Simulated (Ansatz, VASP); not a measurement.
# GaP: VASP beside Ansatz

File INCAR:

```
PREC = Accurate
ENCUT = 500
EDIFF = 1E-6
ISMEAR = 0
SIGMA = 0.02
LREAL = F
LASPH = T
NELM = 120
ALGO = Normal
ISIF = 2
LWAVE = F
LCHARG = T
GGA = PE
LELF = T
LVHAR = T
NBANDS = 16
GGA_COMPAT = F
```

KPOINTS

```
Automatic mesh
0
Gamma
  8 8 8
```

Contents of POSCAR:

```
GaP
1.0
    0.0000000000      2.7799050381      2.7799050381
    2.7799050381      0.0000000000      2.7799050381
    2.7799050381      2.7799050381      0.0000000000
Ga P
1 1
Direct
    0.0000000000      0.0000000000      0.0000000000
    0.2500000000      0.2500000000      0.2500000000
```

Input for Ansatz:

```yaml
crystal:
  lattice:
    - [0.0, 2.7799050381, 2.7799050381]
    - [2.7799050381, 0.0, 2.7799050381]
    - [2.7799050381, 2.7799050381, 0.0]
  atoms:
    - { symbol: Ga, position: [0.0, 0.0, 0.0] }
    - { symbol: P, position: [0.25, 0.25, 0.25] }
basis:
  ecutwfc: 420
kpoints:
  mp_grid: { grid: [8, 8, 8] }
hamiltonian:
  xc: pbe
scf:
  occupations: { method: gaussian, width: 0.02 }
output:
  forces: true
  stress: true
  eigenvalues: true
```

Alike in both runs: task single point; functional PBE; k mesh 8 × 8 × 8; occupations gaussian, width 0.02 eV; no spin polarisation.

|  | VASP | Ansatz |
| --- | --- | --- |
| version | VASP 6.6.1 | Ansatz 0.2.0 |
| potentials or method | VASP PAW PBE potentials, release 64 (Ga_d, P), cutoff 500 eV | scalar-relativistic, plane waves, PAW |
| valence electrons in the cell | 18 | 18 |

VASP gave:

```
gap on the k mesh at the Fermi level (eV) : 1.34
least direct gap on the mesh (eV)         : 1.34
pressure (GPa)                            : -2.2
```

**Question.** Which values does Ansatz return?

**Answer.** gap on the k mesh at the Fermi level (eV): 1.34; least direct gap on the mesh (eV): 1.34; pressure (GPa): -2.1.

With one functional, cell and mesh, what is left measures potentials, basis and numerics.
